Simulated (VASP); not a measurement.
Write the native input for VASP 6.6.1 that does the following.

```
Task                   : single point
Functional             : revPBE
Potentials or basis    : VASP PAW PBE potentials, release 64 (Rh_pv)
Cutoff                 : 520 eV
k mesh                 : 11 × 11 × 11
Occupations            : fermi-dirac, width 0.1 eV
Spin                   : no spin polarisation
Dipole correction      : no
Further INCAR settings : ALGO = Normal; EDIFF = 1e-06; NBANDS = 22
```

The structure of Rh lies in POSCAR:

```
Rh
1.0
    0.0000000000      2.7744917885      2.7744917885
    2.7744917885      0.0000000000      2.7744917885
    2.7744917885      2.7744917885      0.0000000000
Rh
2
Direct
    0.1250000000      0.1250000000      0.1250000000
    0.8750000000      0.8750000000      0.8750000000
```

These files were run (other wordings do the same):

INCAR

```
PREC     = Accurate       # precision mode
ENCUT    = 520            # plane-wave cutoff, eV
EDIFF    = 1E-6           # SCF threshold, eV
ISMEAR   = -1             # smearing method
SIGMA    = 0.1            # smearing width, eV
LREAL    = False          # projectors in reciprocal space
LASPH    = True           # aspherical terms in the spheres
NELM     = 80             # most SCF steps
ALGO     = Normal         # electronic algorithm
ISIF     = 2              # what is computed and relaxed
LWAVE    = False          # write WAVECAR
LCHARG   = False          # write CHGCAR
GGA      = RE             # functional
NBANDS   = 22             # bands
```

KPOINTS

```
Automatic mesh
0
Gamma
  11 11 11
```

Potentials or basis: VASP PAW PBE potentials, release 64 (Rh_pv).

Run with:

```sh
$ cat potpaw_PBE.64/Rh_pv/POTCAR > POTCAR
$ mpirun -np 1 vasp_std > vasp.out
```

Results of the run:

The pressure is 0.0 GPa and the band gap on the k mesh is zero (band 15 reaches 6.76 eV, above the bottom of band 16 at 5.67 eV).

Caveat: the PAW data sets were made with another functional, which shifts forces and pressure a little.

Run time: 19 s on 1 thread of Intel(R) Xeon(R) 6975P-C (Granite Rapids), on a shared host, peak memory 0.18 GiB.
